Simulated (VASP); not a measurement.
# Be (a cell with a defect) in VASP: further runs

The runs below take Be (a cell with a defect) through single point, with PBEsol.

All numbers are computed with VASP 6.6.1; they aren't measurements. Logs are shortened: lines on timing, memory, paths and dates and some standing lists are left out, and cuts for length are marked.

**1. The cell of the first run**

The cell holds a defect, 23 atoms: a = 6.106 Å, b = 6.106 Å, c = 6.106 Å, α = 80.41°, β = 70.53°, γ = 60.00°.

**2. Single point, PBEsol**

File INCAR:

```
SYSTEM = Be
  PREC = Accurate
  ENCUT = 520
  EDIFF = 1E-6
  ISMEAR = 0
  SIGMA = 0.1
  LREAL = Auto
  LASPH = .True.
  NELM = 60
  ALGO = Normal
  ISIF = 2
  LWAVE = .False.
  LCHARG = .False.
  GGA = PS
  NBANDS = 40
```

File KPOINTS:

```
regular mesh
0
Gamma
  6 6 4
  0 0 0
```

File POSCAR:

```
Be
1.0
   -4.9856521339      2.4928260670     -2.4928260670
   -2.4928260670     -2.4928260670     -4.9856521339
   -4.9856521339     -2.4928260670      2.4928260670
Be
23
Direct
    0.8843049110      0.6666667825      0.3571797535
    0.4353346580      0.6666667825      0.7410245241
    0.5407505232      0.6666666488      0.3594177756
    0.6656460200      0.6666666488     -0.0309793976
    0.0402510032      0.6666666488      0.9034335688
    0.1572360002      0.6666666488      0.5149986263
    0.2763636457      0.6666666488      0.1319075183
    0.7098036335      0.3204134499      0.8678623947
    0.8311146778      0.3443037381      0.5019467730
    0.9515229982      0.3609916252      0.1280991900
    0.4630577782      0.3239648408      0.6276292280
    0.5893380153      0.3252740644      0.2418104929
    0.0567107022      0.3653703236      0.7452534594
    0.2159060917      0.3271890262      0.3774960526
    0.3437914347      0.3205325917      0.0057863042
    0.7554143501     -0.0320369992      0.7452534594
    0.8764284422      0.0061442982      0.3774960526
    0.3635504346      0.0129198745      0.8678623947
    0.5087516668     -0.0109704137      0.5019466727
    0.6458479747     -0.0276583009      0.1280991900
    0.1203558031      0.0093686173      0.6276293283
    0.2479454309      0.0080592600      0.2418104929
   -0.0023426223      0.0128007326      0.0057863042
```

Potentials or basis: VASP PAW PBE potentials, release 64 (Be).

Launch:

```
cat potpaw_PBE.64/Be/POTCAR > POTCAR
mpirun -np 1 vasp_std > vasp.out
```

OUTCAR:

```text
SYSTEM = Be
   PREC = Accurate
   ENCUT = 520
   EDIFF = 1E-6
   ISMEAR = 0
   LREAL = Auto
   LASPH = .True.
   NELM = 60
   ISIF = 2
   GGA = PS

 ion  position               nearest neighbor table
   1  0.884  0.667  0.357-  17 2.07  14 2.07   3 2.09  19 2.15   9 2.15   6 2.19  20 2.31  10 2.31
                             7 2.33
   2  0.435  0.667  0.741-  18 2.16   8 2.16   3 2.20  21 2.22  11 2.22   7 2.26   5 2.28   4 2.28
                            19 2.39   9 2.39
   3  0.541  0.667  0.359-   1 2.09  12 2.17  22 2.17  19 2.18   9 2.18   2 2.20   6 2.21   4 2.25
                            10 2.37  20 2.37
   4  0.666  0.667  0.969-   8 2.16  18 2.16  10 2.18  20 2.18   5 2.19   3 2.25   7 2.25   2 2.28
                            13 2.29  16 2.29
   5  0.040  0.667  0.903-  13 2.16  16 2.16  15 2.17  23 2.17   4 2.19   6 2.24   2 2.28  10 2.31
                            20 2.31   7 2.32
   6  0.157  0.667  0.515-  14 2.18  17 2.18   1 2.19  11 2.19  21 2.19   7 2.21   3 2.21   5 2.24
                            13 2.33  16 2.33
   7  0.276  0.667  0.132-  15 2.17  23 2.17  12 2.20  22 2.20   6 2.21   4 2.25   2 2.26   5 2.32
                             1 2.33
   8  0.710  0.320  0.868-  15 2.11   9 2.11  23 2.12  13 2.14  12 2.15   2 2.16   4 2.16  16 2.25
[... 21 lines left out ...]
  19  0.509  0.989  0.502-  18 2.11   1 2.15  20 2.15  11 2.16  17 2.17  14 2.17   3 2.18  21 2.18
                             2 2.39
  20  0.646  0.972  0.128-  23 2.15  19 2.15   4 2.18  22 2.20  12 2.20  16 2.21  15 2.22   5 2.31
                             1 2.31   3 2.37
  21  0.120  0.009  0.628-   9 2.16  23 2.18  19 2.18   6 2.19  13 2.21  22 2.22   2 2.22  16 2.23

  22  0.248  0.008  0.242-  14 2.14  17 2.15  18 2.15   3 2.17  20 2.20  10 2.20   7 2.20  21 2.22
                            15 2.39
  23  0.998  0.013  0.006-  18 2.11   8 2.12  17 2.14  20 2.15   7 2.17   5 2.17  21 2.18  10 2.22
                            12 2.39

  LATTYP: Found a base centered monoclinic cell.
 ALAT       =     6.1061518816
 B/A-ratio  =     1.7320508076
 C/A-ratio  =     1.0000000000
 COS(beta)  =    -0.3333333333

  Lattice vectors:

 A1 = (   2.4928260669,  -4.9856521340,  -2.4928260669)
 A2 = (   2.4928260670,   2.4928260670,   4.9856521339)
 A3 = (  -4.9856521339,  -2.4928260670,   2.4928260670)

Analysis of symmetry for initial positions (statically):
=====================================================================
 Subroutine PRICEL returns:
 Original cell was already a primitive cell.

 Routine SETGRP: Setting up the symmetry group for a
 base centered monoclinic supercell.

 Subroutine GETGRP returns: Found  2 space group operations
 (whereof  1 operations were pure point group operations)
 out of a pool of  4 trial point group operations.

The static configuration has the point symmetry C_1 .
 The point group associated with its full space group is C_1h.

Analysis of symmetry for dynamics (positions and initial velocities):
=====================================================================
 Subroutine PRICEL returns:
 Original cell was already a primitive cell.

 Routine SETGRP: Setting up the symmetry group for a
 base centered monoclinic supercell.

 Subroutine GETGRP returns: Found  2 space group operations
 (whereof  1 operations were pure point group operations)
 out of a pool of  4 trial point group operations.

The dynamic configuration has the point symmetry C_1 .
 The point group associated with its full space group is C_1h.

 Subroutine INISYM returns: Found  2 space group operations
 (whereof  1 operations are pure point group operations),
 and found     1 'primitive' translations

----------------------------------------------------------------------------------------

                                     Primitive cell

  volume of cell :     185.8905

  direct lattice vectors                    reciprocal lattice vectors
    -4.985652134  2.492826067 -2.492826067    -0.100287783  0.167146305 -0.033429261
    -2.492826067 -2.492826067 -4.985652134     0.000000000 -0.133717044 -0.133717044
    -4.985652134 -2.492826067  2.492826067    -0.100287783 -0.100287783  0.100287783

  length of vectors
     6.106151882  6.106151882  6.106151882     0.197770175  0.189104457  0.173703536

  position of ions in fractional coordinates (direct lattice)
     0.884304911  0.666666783  0.357179753
     0.435334658  0.666666783  0.741024524
     0.540750523  0.666666649  0.359417776
     0.665646020  0.666666649  0.969020602
     0.040251003  0.666666649  0.903433569
     0.157236000  0.666666649  0.514998626
[... 15 lines left out ...]
     0.247945431  0.008059260  0.241810493
     0.997657378  0.012800733  0.005786304

  ion indices of the primitive-cell ions
   primitive index   ion index
                 1           1
                 2           2
                 3           3
                 4           4
                 5           5
                 6           6
[... 15 lines left out ...]
                22          22
                23          23

----------------------------------------------------------------------------------------

 KPOINTS: regular mesh

Automatic generation of k-mesh.
 Grid dimensions read from file:
 generate k-points for:    6    6    4

 Generating k-lattice:

  Cartesian coordinates                     Fractional coordinates (reciprocal lattice)
    -0.016714631  0.027857718 -0.005571544     0.166666667  0.000000000  0.000000000
     0.000000000 -0.022286174 -0.022286174     0.000000000  0.166666667  0.000000000
    -0.025071946 -0.025071946  0.025071946     0.000000000  0.000000000  0.250000000

  Length of vectors
     0.032961696  0.031517410  0.043425884

  Shift w.r.t. Gamma in fractional coordinates (k-lattice)
     0.000000000  0.000000000  0.000000000

 Subroutine IBZKPT returns following result:
 ===========================================

 Found     47 irreducible k-points:

 Following reciprocal coordinates:
            Coordinates               Weight
  0.000000  0.000000  0.000000      1.000000
  0.166667  0.000000  0.000000      4.000000
  0.333333 -0.000000  0.000000      4.000000
  0.500000  0.000000  0.000000      2.000000
  0.000000  0.166667  0.000000      2.000000
  0.333333  0.166667  0.000000      2.000000
[... 16 lines left out ...]
 -0.333333  0.166667  0.250000      4.000000
 -0.166667  0.166667  0.250000      4.000000
 [... further k-points ...]
   k-points           NKPTS =     47   k-points in BZ     NKDIM =     47   number of bands    NBANDS=     40
   number of dos      NEDOS =    301   number of ions     NIONS =     23
   total plane-waves  NPLWV = 110592
   dimension x,y,z NGX =    48 NGY =   48 NGZ =   48
   dimension x,y,z NGXF=    96 NGYF=   96 NGZF=   96
   ions per type =              23
   NGX,Y,Z   is equivalent  to a cutoff of  13.07, 13.07, 13.07 a.u.
   NGXF,Y,Z  is equivalent  to a cutoff of  26.14, 26.14, 26.14 a.u.
 SYSTEM =  Be
   PREC   = accura    normal or accurate (medium, high low for compatibility)
   ISTART =      0    job   : 0-new  1-cont  2-samecut
   ICHARG =      2    charge: 1-file 2-atom 10-const
   ISPIN  =      1    spin polarized calculation?
   LNONCOLLINEAR =      F non collinear calculations
   LSORBIT =      F    spin-orbit coupling
   LASPH  =      T    aspherical Exc in radial PAW
   ENCUT  =  520.0 eV  38.22 Ry    6.18 a.u.  11.35 11.35 11.35*2*pi/ulx,y,z
   NELM   =     60;   NELMIN=  2; NELMDL= -5     # of ELM steps
   EDIFF  = 0.1E-05   stopping-criterion for ELM
   LREAL  =      T    real-space projection
   EDIFFG = 0.1E-04   stopping-criterion for IOM
   NSW    =      0    number of steps for IOM
   IBRION =     -1    ionic relax: 0-MD 1-quasi-New 2-CG
   NFREE  =      0    steps in history (QN), initial steepest desc. (CG)
   ISIF   =      2    stress and relaxation
   ISYM   =      2    0-nonsym 1-usesym 2-fastsym
   POTIM  = 0.5000    time-step for ionic-motion
   TEBEG  =    0.0;   TEEND  =   0.0 temperature during run
   PSTRESS=    0.0 pullay stress
   NELECT =      46.0000    total number of electrons
   NUPDOWN=      -1.0000    fix difference up-down
   EMIN   =  10.00;   EMAX   =-10.00  energy-range for DOS
   EFERMI =   0.00;   METHOD = LEGACY
   ISMEAR =     0;   SIGMA  =   0.10  broadening in eV -4-tet -1-fermi 0-gaus
   EFERMI_NEDOS =   21; number of points for ismear=-14 and -15
   IALGO  =     38    algorithm
   IMIX   =      4    mixing-type and parameters
     AMIX     =   0.40;   BMIX     =  1.00
     AMIX_MAG =   1.60;   BMIX_MAG =  1.00
  volume/ion in A,a.u.               =       8.08        54.54
  Fermi-wavevector in a.u.,A,eV,Ry     =   1.027799  1.942259 14.372810  1.056372
  Thomas-Fermi vector in A             =   2.161763
   LORBIT       =      0    0 simple, 1 ext, 2 COOP (PROOUT), +10 PAW based schemes
   GGA     = PS    functional components
   LHFCALC =     F    Hartree Fock is set to
   AEXX    =    0.0000 exact exchange contribution
   IVDW    =     0    specifies the selected vdW correction
   LEPSILON=     F    determine dielectric tensor
   LRPA    =     F    only Hartree local field effects (RPA)
 non-spin polarized calculation
 Gauss-broadening in eV      SIGMA  =   0.10
  energy-cutoff  :      520.00
  volume of cell :      185.89
 maximum number of plane-waves:      5027
 NGX is ok and might be reduce to    48
   NGX = 23   NGY = 23   NGZ = 23

 number of electron      46.0000000 magnetization

 Free energy of the ion-electron system (eV)
  ---------------------------------------------------
  ext. energy  EPLUGINS =         0.00000000
  ---------------------------------------------------
  free energy    TOTEN  =       -90.24483993 eV

  energy without entropy =      -90.23488914  energy(sigma->0) =      -90.23986453

 E-fermi :   6.9248     XC(G=0): -10.5259

 val. band max:        6.9132320903   @ k =   0.0000   0.5000   0.0000
 cond. band min:       6.9263440668   @ k =   0.0000   0.0000   0.0000
 fundamental gap:      0.0131119765
 Fermi energy:         6.9247996506

 k-point     1 :       0.0000    0.0000    0.0000
  band No.  band energies     occupation
      1      -4.4200      2.00000
      2      -1.1051      2.00000
      3      -1.0829      2.00000
      4      -0.5596      2.00000
      5      -0.4905      2.00000
      6      -0.3043      2.00000
[... 901 lines left out ...]
     34      10.3383      0.00000
     35      10.9080      0.00000

 [... further k-points ...]

 [bands above 35 left out]

------------------------ aborting loop because EDIFF is reached ----------------------------------------

  FORCE on cell =-STRESS in cart. coord.  units (eV):
  Direction    XX          YY          ZZ          XY          YZ          ZX
  --------------------------------------------------------------------------------------
  -------------------------------------------------------------------------------------
  Total       -4.4996936     -0.8124048     -0.8124048     -0.5439770      0.0757463      0.5439771
  in kB      -38.7825487     -7.0020608     -7.0020608     -4.6885000      0.6528518      4.6885007
  external PRESSURE =     -17.5955568 kB  Pullay stress =       0.0000000 kB

 VOLUME and BASIS-vectors are now :
 -----------------------------------------------------------------------------
  energy-cutoff  :      520.00
  volume of cell :      185.89
      direct lattice vectors                 reciprocal lattice vectors
    -4.985652134  2.492826067 -2.492826067    -0.100287783  0.167146305 -0.033429261
    -2.492826067 -2.492826067 -4.985652134     0.000000000 -0.133717044 -0.133717044
    -4.985652134 -2.492826067  2.492826067    -0.100287783 -0.100287783  0.100287783

 POSITION                                       TOTAL-FORCE (eV/Angst)
 -----------------------------------------------------------------------------------
     -7.85150     -0.34785     -4.63780         0.360009      0.402380     -0.402380
     -7.52680     -2.42392     -2.56174        -0.001222     -0.019380      0.019380
     -6.14981     -1.20985     -3.77580         0.009193     -0.021108      0.021108
     -9.81176     -2.41814     -2.56751        -0.013000     -0.020364      0.020364
     -6.36677     -3.81365     -1.17200         0.008571     -0.022040      0.022040
     -5.01341     -2.55372     -2.43193         0.039908     -0.062800      0.062800
[... 15 lines left out ...]
     -2.46184     -0.00480     -0.05547         0.001670      0.008649     -0.001749
     -5.03473      2.44065     -2.53638        -0.020537     -0.024212      0.030900
 -----------------------------------------------------------------------------------
    total drift:                                0.000093     -0.000978      0.000962

  FREE ENERGIE OF THE ION-ELECTRON SYSTEM (eV)
  ---------------------------------------------------
  free  energy   TOTEN  =       -90.2448399274 eV

  energy  without entropy=      -90.2348891417  energy(sigma->0) =      -90.23986453
```

Run time: 21 min. Hardware: 1 thread of AMD EPYC, shared host; peak memory 0.4 GiB.

What came out:

- Free energy: -90.2448 eV
- Pressure: -1.8 GPa
- Largest force: 0.673 eV/Å
- Band gap on the k mesh: zero (bands 23 and 24 overlap by 2.18 eV)

Forces in eV/Å, atoms in the order of the input:
```
Be   0.360  0.402 -0.402
Be  -0.001 -0.019  0.019
Be   0.009 -0.021  0.021
Be  -0.013 -0.020  0.020
Be   0.009 -0.022  0.022
Be   0.040 -0.063  0.063
Be  -0.053  0.001 -0.001
Be   0.002 -0.008  0.016
Be  -0.093 -0.092 -0.067
Be   0.010  0.009  0.051
Be  -0.021 -0.012  0.025
Be   0.002  0.002 -0.009
Be  -0.001 -0.037  0.019
Be  -0.053  0.008  0.038
Be  -0.021 -0.031  0.024
Be  -0.001 -0.019  0.037
Be  -0.053 -0.038 -0.008
Be   0.002 -0.016  0.008
Be  -0.093  0.067  0.092
Be   0.010 -0.051 -0.009
Be  -0.021 -0.025  0.012
Be   0.002  0.009 -0.002
Be  -0.021 -0.024  0.031
```

Caveat: the PAW data sets were made with another functional, which shifts forces and pressure a little.

[end of part 1 of 2]
